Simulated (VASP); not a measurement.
Here is a VASP 6.6.1 calculation.

The input INCAR:

```
SYSTEM = CoSn2
PREC     = Accurate       ! precision mode
ENCUT    = 520            ! plane-wave cutoff, eV
EDIFF    = 1E-6           ! SCF threshold, eV
ISMEAR   = 0              ! smearing method
SIGMA    = 0.1            ! smearing width, eV
LREAL    = .False.        ! projectors in reciprocal space
LASPH    = .True.         ! aspherical terms in the spheres
NELM     = 100            ! most SCF steps
ALGO     = Fast           ! electronic algorithm
ISIF     = 2              ! what is computed and relaxed
LWAVE    = .False.        ! write WAVECAR
LCHARG   = .False.        ! write CHGCAR
GGA      = PS             ! functional
NBANDS   = 46             ! bands
```

File KPOINTS:

```
regular mesh
0
Gamma
  8 8 8
  0 0 0
```

The input POSCAR:

```
CoSn2
1.0
   -3.1989809931      3.1989809931      2.7557916352
    3.1989809931     -3.1989809931      2.7557916352
    3.1989809931      3.1989809931     -2.7557916352
Co Sn
2 4
Direct
    0.2500000000      0.2500000000      0.0000000000
    0.7500000000      0.7500000000      0.0000000000
    0.6671446524      0.1671446524      0.8342893049
    0.1671446524      0.3328553476      0.5000000000
    0.3328553476      0.8328553476      0.1657106951
    0.8328553476      0.6671446524      0.5000000000
```

Potentials or basis: VASP PAW PBE potentials, release 64 (Co, Sn_d).

Launch:

```sh
$ cat potpaw_PBE.64/Co/POTCAR potpaw_PBE.64/Sn_d/POTCAR > POTCAR
$ mpirun -np 1 vasp_std > vasp.out
```

Q: Predict the pressure.

A: -6.0 GPa.

Q: What does it give for the largest force?

A: 0.005 eV/Å.

Forces in eV/Å, atoms in the order of the input:
```
Co   0.000  0.000  0.000
Co   0.000  0.000  0.000
Sn   0.003  0.003  0.000
Sn  -0.003  0.003  0.000
Sn  -0.003 -0.003  0.000
Sn   0.003 -0.003  0.000
```

Caveat: the cell stands under tension; the PAW data sets were made with another functional, which shifts forces and pressure a little; spin-orbit coupling is left out, which moves the levels of the heavy elements; the run has no spin polarisation, though such a crystal can be magnetic. Spin polarisation is off, so any magnetic state and its effect on volume and gap are missing.
